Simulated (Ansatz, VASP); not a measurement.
Two plane-wave programs on HgTe

```
Hg Te
1.0
     0.00000    3.35494    3.18977
     3.35494    0.00000    3.18977
     3.35494    3.35494    0.00000
Hg Te
1 1
Direct
  0.00000 0.00000 0.00000
  0.25000 0.25000 0.25000
```

Change from the starting cell: epitaxial_xy strain +2.0%.

Alike in both runs: task single point; functional r2SCAN; k mesh 6 × 6 × 6; occupations fermi-dirac, width 0.02 eV; no spin polarisation.

|  | VASP | Ansatz |
| --- | --- | --- |
| version | VASP 6.6.1 | Ansatz 0.2.0 |
| potentials or method | VASP PAW PBE potentials, release 64 (Hg, Te) | plane waves, PAW |
| plane-wave cutoff (eV) | 520 | 500 |
| valence electrons in the cell | 18 | 36 |

```tsv
	VASP	Ansatz	Ansatz less VASP
pressure (GPa)	-0.4	-0.4	-0.05
traceless stress, the component that is largest in VASP (GPa)	0.45	0.45	-0.002
```

VASP's potentials were made for PBE, not for r2SCAN. The functional is the same, so the differences come from potentials, cutoffs and numerics. VASP's potentials hold 18 valence electrons a cell and Ansatz's 36, so a difference there can come from the potentials and not from the codes.

Spin-orbit coupling is off throughout.
